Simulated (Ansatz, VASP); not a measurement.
## GaAs in VASP and in Ansatz

File INCAR:

```
PREC = Accurate
ENCUT = 520
EDIFF = 1E-7
ISMEAR = -1
SIGMA = 0.05
LREAL = False
LASPH = True
NELM = 80
ALGO = Normal
ISIF = 2
LWAVE = False
LCHARG = False
GGA = PE
NBANDS = 16
```

The input KPOINTS:

```
Automatic mesh
0
Gamma
  11 11 11
```

The input POSCAR:

```
GaAs
1.0
    0.0000000000      2.8268500000      2.7985815000
    2.8268500000      0.0000000000      2.7985815000
    2.8268500000      2.8268500000      0.0000000000
Ga As
1 1
Direct
    0.0000000000      0.0000000000      0.0000000000
    0.7500000000      0.7500000000      0.7500000000
```

Input for Ansatz:

```yaml
crystal:
  lattice:
    - [0.0, 2.82685, 2.7985815]
    - [2.82685, 0.0, 2.7985815]
    - [2.82685, 2.82685, 0.0]
  atoms:
    - { symbol: Ga, position: [0.0, 0.0, 0.0] }
    - { symbol: As, position: [0.75, 0.75, 0.75] }
kpoints:
  mp_grid: { grid: [11, 11, 11] }
  band_path:
    path:
      - [0.0, 0.0, 0.0]
      - [0.0, 0.5, 0.5]
      - [0.25, 0.75, 0.5]
      - [0.0, 0.5, 0.0]
      - [0.0, 0.0, 0.0]
      - [0.5, 0.5, 0.0]
      - [0.3775380063, 0.6224619937, 0.0]
      - [-0.3775380063, 0.3775380063, 0.0]
      - [0.0, 0.0, 0.0]
    npoints: 5
scf:
  occupations: { method: fermi_dirac, width: 0.05 }
hamiltonian:
  xc: pbe
  pseudopotentials: { kind: all_electron, lapw: { basis_error: 0.0005 } }
output:
  forces: true
  stress: true
  eigenvalues: true
```

Change from the starting cell: zz strain of -1 %.

Alike in both runs: task single point; functional PBE; k mesh 11 × 11 × 11; occupations fermi-dirac, width 0.05 eV; no spin polarisation.

|  | VASP | Ansatz |
| --- | --- | --- |
| version | VASP 6.6.1 | Ansatz 0.2.0 |
| potentials or method | VASP PAW PBE potentials, release 64 (Ga_d, As), cutoff 520 eV | all-electron LAPW, scalar-relativistic |

```tsv
	VASP	Ansatz	Ansatz less VASP
pressure (GPa)	4.3	4.1	-0.20
traceless stress, the component that is largest in VASP (GPa)	0.39	0.39	+0.001
```

Ansatz ran all-electron here, and VASP with PAW potentials.
